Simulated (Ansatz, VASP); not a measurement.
**Ca4B3 in VASP and in Ansatz**

Contents of INCAR:

```
PREC = Accurate
ENCUT = 520
EDIFF = 1E-6
ISMEAR = 0
SIGMA = 0.1
LREAL = False
LASPH = True
NELM = 80
ALGO = Normal
ISIF = 2
LWAVE = False
LCHARG = False
GGA = PE
NBANDS = 34
```

KPOINTS

```
regular mesh
0
Gamma
  4 4 2
```

The input POSCAR:

```
Ca4B3
1.0
    3.9508056400      0.0000000000      0.0000000000
    0.0000000000      3.9508056400      0.0000000000
    0.0000000000      0.0000000000      8.2895384100
Ca B
4 3
Direct
    0.5000000000      0.5000000000      0.5188853900
    0.0000000000      0.0000000000      0.9873142100
    0.5000000000      0.0000000000      0.7153370000
    0.0000000000      0.5000000000      0.7153370000
    0.5000000000      0.5000000000      0.7951334700
    0.0000000000      0.0000000000      0.7252380800
    0.0000000000      0.0000000000      0.3599632800
```

Input for Ansatz:

```yaml
crystal:
  lattice:
    - [3.95080564, 0.0, 0.0]
    - [0.0, 3.95080564, 0.0]
    - [0.0, 0.0, 8.28953841]
  atoms:
    - { symbol: Ca, position: [0.5, 0.5, 0.51888539] }
    - { symbol: Ca, position: [0.0, 0.0, 0.98731421] }
    - { symbol: Ca, position: [0.5, 0.0, 0.715337] }
    - { symbol: Ca, position: [0.0, 0.5, 0.715337] }
    - { symbol: B, position: [0.5, 0.5, 0.79513347] }
    - { symbol: B, position: [0.0, 0.0, 0.72523808] }
    - { symbol: B, position: [0.0, 0.0, 0.35996328] }
basis:
  ecutwfc: 420
kpoints:
  mp_grid: { grid: [4, 4, 2] }
hamiltonian:
  xc: pbe
scf:
  occupations: { method: gaussian, width: 0.1 }
  lower_state_search: "off"
output:
  forces: true
  stress: true
  eigenvalues: true
```

Alike in both runs: task single point; functional PBE; k mesh 4 × 4 × 2; occupations gaussian, width 0.1 eV; no spin polarisation.

```csv
,VASP,Ansatz
version,VASP 6.6.1,Ansatz 0.2.0
potentials or method,"VASP PAW PBE potentials, release 64 (Ca_sv, B), cutoff 520 eV","scalar-relativistic, plane waves, PAW"
valence electrons in the cell,49,49
```

|  | VASP | Ansatz | Ansatz less VASP |
| --- | --- | --- | --- |
| gap on the k mesh at the Fermi level (eV) | none | none | - |
| rms of the force components (eV/Å) | 2.649 | 2.620 | -0.0297 |

Atom by atom the forces differ by 0.037 eV/Å (rms over components). A gap of «none» marks a metal or a gap that the smearing closes.

The k mesh is coarse, so the values compare programs but aren't converged.
